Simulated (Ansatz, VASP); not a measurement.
**Sb: VASP beside Ansatz**

File INCAR:

```
SYSTEM = Sb
PREC     = Accurate       ! precision mode
ENCUT    = 520            ! plane-wave cutoff, eV
EDIFF    = 1E-6           ! SCF threshold, eV
ISMEAR   = -1             ! smearing method
SIGMA    = 0.05           ! smearing width, eV
LREAL    = .FALSE.        ! projectors in reciprocal space
LASPH    = .TRUE.         ! aspherical terms in the spheres
NELM     = 80             ! most SCF steps
ALGO     = Normal         ! electronic algorithm
ISIF     = 2              ! what is computed and relaxed
LWAVE    = .FALSE.        ! write WAVECAR
LCHARG   = .FALSE.        ! write CHGCAR
NBANDS   = 12             ! bands
```

File KPOINTS:

```
regular mesh
0
G
  14 14 8
  0 0 0
```

The input POSCAR:

```
Sb
1.0
    2.5372765848      0.0000000000      0.0000000000
   -1.2686382924      2.1973459788      0.0000000000
    0.0000000000      0.0000000000      3.9605320719
Sb
2
Direct
    0.3333333333      0.6666666667      0.2500000000
    0.6666666667      0.3333333333      0.7500000000
```

Input for Ansatz:

```yaml
crystal:
  lattice:
    - [2.5372765848, 0.0, 0.0]
    - [-1.2686382924, 2.1973459788, 0.0]
    - [0.0, 0.0, 3.9605320719]
  atoms:
    - { symbol: Sb, position: [0.3333333333, 0.6666666667, 0.25] }
    - { symbol: Sb, position: [0.6666666667, 0.3333333333, 0.75] }
kpoints:
  mp_grid: { grid: [14, 14, 8] }
  band_path:
    path:
      - [0.0, 0.0, 0.0]
      - [0.5, 0.0, 0.0]
      - [0.3333333333, 0.3333333333, 0.0]
      - [0.0, 0.0, 0.0]
      - [0.0, 0.0, 0.5]
      - [0.5, 0.0, 0.5]
      - [0.3333333333, 0.3333333333, 0.5]
      - [0.0, 0.0, 0.5]
      - [0.5, 0.0, 0.5]
    npoints: 8
scf:
  occupations: { method: fermi_dirac, width: 0.05 }
hamiltonian:
  xc: lda
  pseudopotentials: { kind: all_electron, lapw: { basis_error: 0.001 } }
output:
  forces: true
  stress: true
  eigenvalues: true
  populations: true
  dos: { projected: true, de: 0.2, e_range: [-14, 8] }
```

Change from the starting cell: volume scaled by 0.43, LAPW.

Alike in both runs: task single point; functional LDA; k mesh 14 × 14 × 8; occupations fermi-dirac, width 0.05 eV; no spin polarisation.

|  | VASP | Ansatz |
| --- | --- | --- |
| version | VASP 6.6.1 | Ansatz 0.2.0 |
| potentials or method | VASP PAW LDA potentials, release 64 (Sb), cutoff 520 eV | all-electron LAPW, scalar-relativistic |

```tsv
	VASP	Ansatz	Ansatz less VASP
pressure (GPa)	438.5	416.4	-22.08
traceless stress, the component that is largest in VASP (GPa)	-0.88	0.01	+0.891
```

LDA's correlation is that of Perdew and Zunger in VASP and of Perdew and Wang (1992) in Ansatz. Both programs put the cell under a high pressure, so it lies far from rest at this level. Ansatz ran all-electron here, and VASP with PAW potentials.

Spin-orbit coupling is off throughout. Noted on VASP's run: the cell as given lies far from equilibrium.
